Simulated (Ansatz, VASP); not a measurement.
Two plane-wave programs on Be

The input INCAR:

```
SYSTEM = Be
  PREC = Accurate
  ENCUT = 520
  EDIFF = 1E-6
  ISMEAR = 0
  SIGMA = 0.1
  LREAL = .False.
  LASPH = .True.
  NELM = 100
  ALGO = Normal
  ISIF = 2
  LWAVE = .False.
  LCHARG = .False.
  GGA = PE
  NBANDS = 18
```

The input KPOINTS:

```
Automatic mesh
0
Gamma
  6 6 6
  0 0 0
```

File POSCAR:

```
Be
1.0
    3.0018089915      1.7330952293      2.1011653343
   -3.0018089915      1.7330952293      2.1011653343
    0.0000000000     -3.4661904585      2.1011653343
Be
8
Direct
    0.8080729484      0.1919270516      0.5000000000
    0.6949638130      0.3050361870      0.0000000000
    0.2545602935      0.2545602935      0.2545602935
    0.1919270516      0.5000000000      0.8080729484
    0.5000000000      0.8080729484      0.1919270516
    0.7454397065      0.7454397065      0.7454397065
    0.0000000000      0.6949638130      0.3050361870
    0.3050361870      0.0000000000      0.6949638130
```

Input for Ansatz:

```yaml
crystal:
  lattice:
    - [3.0018089915, 1.7330952293, 2.1011653343]
    - [-3.0018089915, 1.7330952293, 2.1011653343]
    - [0.0, -3.4661904585, 2.1011653343]
  atoms:
    - { symbol: Be, position: [0.8080729484, 0.1919270516, 0.5] }
    - { symbol: Be, position: [0.694963813, 0.305036187, 0.0] }
    - { symbol: Be, position: [0.2545602935, 0.2545602935, 0.2545602935] }
    - { symbol: Be, position: [0.1919270516, 0.5, 0.8080729484] }
    - { symbol: Be, position: [0.5, 0.8080729484, 0.1919270516] }
    - { symbol: Be, position: [0.7454397065, 0.7454397065, 0.7454397065] }
    - { symbol: Be, position: [0.0, 0.694963813, 0.305036187] }
    - { symbol: Be, position: [0.305036187, 0.0, 0.694963813] }
basis:
  ecutwfc: 420
kpoints:
  mp_grid: { grid: [6, 6, 6] }
hamiltonian:
  xc: pbe
scf:
  occupations: { method: gaussian, width: 0.1 }
  lower_state_search: "off"
output:
  forces: true
  stress: true
  eigenvalues: true
```

Change from the starting cell: the structure that the rattled cell fell into.

Alike in both runs: task single point; functional PBE; k mesh 6 × 6 × 6; occupations gaussian, width 0.1 eV; no spin polarisation.

|  | VASP | Ansatz |
| --- | --- | --- |
| version | VASP 6.6.1 | Ansatz 0.2.0 |
| potentials or method | VASP PAW PBE potentials, release 64 (Be), cutoff 520 eV | scalar-relativistic, plane waves, PAW |
| valence electrons in the cell | 16 | 16 |

Ansatz gave:

| Quantity | Value |
| --- | --- |
| gap on the k mesh at the Fermi level (eV) | none |
| pressure (GPa) | -0.1 |
| rms of the force components (eV/Å) | 0.006 |

Problem. Estimate VASP's values.

Solution. gap on the k mesh at the Fermi level (eV): none; pressure (GPa): 0.1; rms of the force components (eV/Å): 0.006.

Atom by atom the forces differ by 0.001 eV/Å (rms over components). A gap of «none» marks a metal or a gap that the smearing closes.
